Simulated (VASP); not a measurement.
Set up this calculation in VASP 6.6.1, as the native input.

```yaml
Task: single point
Functional: PBE
Potentials_or_basis: VASP PAW PBE potentials, release 64 (Li_sv)
Cutoff: 520 eV
k_mesh: 40 × 40 × 40
Occupations: fermi-dirac, width 0.0612256 eV
Spin: no spin polarisation
Dipole_correction: no
Further_INCAR_settings: ALGO = Normal; EDIFF = 1e-07; NBANDS = 8
```

The structure of Li lies in POSCAR:

```
Li
1.0
    2.6768220294      0.0000000000      0.0000000000
    0.0000000000      2.6768220294      0.0000000000
    0.0000000000      0.0000000000      2.6768220294
Li
1
Direct
    0.0000000000      0.0000000000      0.0000000000
```

This isn't the form of Li at room conditions, which is bcc.

One way to write it, as run:

INCAR

```
PREC = Accurate
ENCUT = 520
EDIFF = 1E-7
ISMEAR = -1
SIGMA = 0.06122561905347299
LREAL = False
LASPH = True
NELM = 100
ALGO = Normal
ISIF = 2
LWAVE = False
LCHARG = False
GGA = PE
NBANDS = 8
```

KPOINTS

```
regular mesh
0
Gamma
  40 40 40
```

Potentials or basis: VASP PAW PBE potentials, release 64 (Li_sv).

The run is started by

```bash
$ cat potpaw_PBE.64/Li_sv/POTCAR > POTCAR
$ mpirun -np 1 vasp_std > vasp.out
```

It gave:

| Property | Result |
| --- | --- |
| Band gap on the k mesh | zero (an odd number of electrons rules out a gap without spin polarisation) |

Wall time 97 s on 1 thread of Intel(R) Xeon(R) Platinum 8488C (Sapphire Rapids), with other jobs on the host, peak memory 0.3 GiB.
